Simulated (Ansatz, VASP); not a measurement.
**Au in VASP and in Ansatz**

```
Au
1.0
     0.00000    2.06178    2.06178
     2.06178    0.00000    2.06178
     2.06178    2.06178    0.00000
Au
1
Direct
  0.00000 0.00000 0.00000
```

Alike in both runs: task single point; functional B3LYP; k mesh 6 × 6 × 6; occupations fermi-dirac, width 0.05 eV; no spin polarisation.

```csv
,VASP,Ansatz
version,VASP 6.6.1,Ansatz 0.2.0
potentials or method,"VASP PAW PBE potentials, release 64 (Au)",Ansatz PAW
plane-wave cutoff (eV),520,420
valence electrons in the cell,11,19
```

VASP gave:

```
gap on the k mesh at the Fermi level (eV) : none
pressure (GPa)                            : 11.9
```

**Question.** Which values does Ansatz return?

**Answer.** gap on the k mesh at the Fermi level (eV): none; pressure (GPa): 11.3.

VASP's potentials were made for PBE, not for B3LYP. A gap of «none» marks a metal or a gap that the smearing closes. VASP's potentials hold 11 valence electrons a cell and Ansatz's 19, so a difference there can come from the potentials and not from the codes.

The k mesh is coarse, so the values compare programs but aren't converged. Neither program's run includes spin-orbit coupling.
